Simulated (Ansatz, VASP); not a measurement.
**Two plane-wave programs on C**

```xyz
2
Lattice="0.0756 2.1167 3.3597 1.2984 0.0000 3.3873 1.2228 2.1167 0.0275" Properties=species:S:1:pos:R:3 pbc="T T T"
C     1.2984    0.7057    3.3873
C     1.2984    3.5276    3.3873
```

Change from the starting cell: strain +0.0450 x Voigt [0, 0, 0, 0, 1, 0], atoms carried along.

Alike in both runs: task single point; functional LDA; k mesh 16 × 16 × 16; occupations gaussian, width 0.03 eV; no spin polarisation.

|  | VASP | Ansatz |
| --- | --- | --- |
| version | VASP 6.6.1 | Ansatz 0.2.0 |
| potentials or method | VASP PAW LDA potentials, release 64 (C), cutoff 520 eV | scalar-relativistic, plane waves, PAW |
| valence electrons in the cell | 8 | 8 |

```tsv
	VASP	Ansatz	Ansatz less VASP
gap on the k mesh at the Fermi level (eV)	0.19	0.19	+0.002
least direct gap on the mesh (eV)	0.27	0.28	+0.002
pressure (GPa)	0.8	-0.1	-0.81
traceless stress, the component that is largest in VASP (GPa)	-0.62	0.30	+0.924
rms of the force components (eV/Å)	0.012	0.012	0.0000
```

LDA's correlation is that of Perdew and Zunger in VASP and of Perdew and Wang (1992) in Ansatz. Atom by atom the forces differ by 0.000 eV/Å (rms over components).
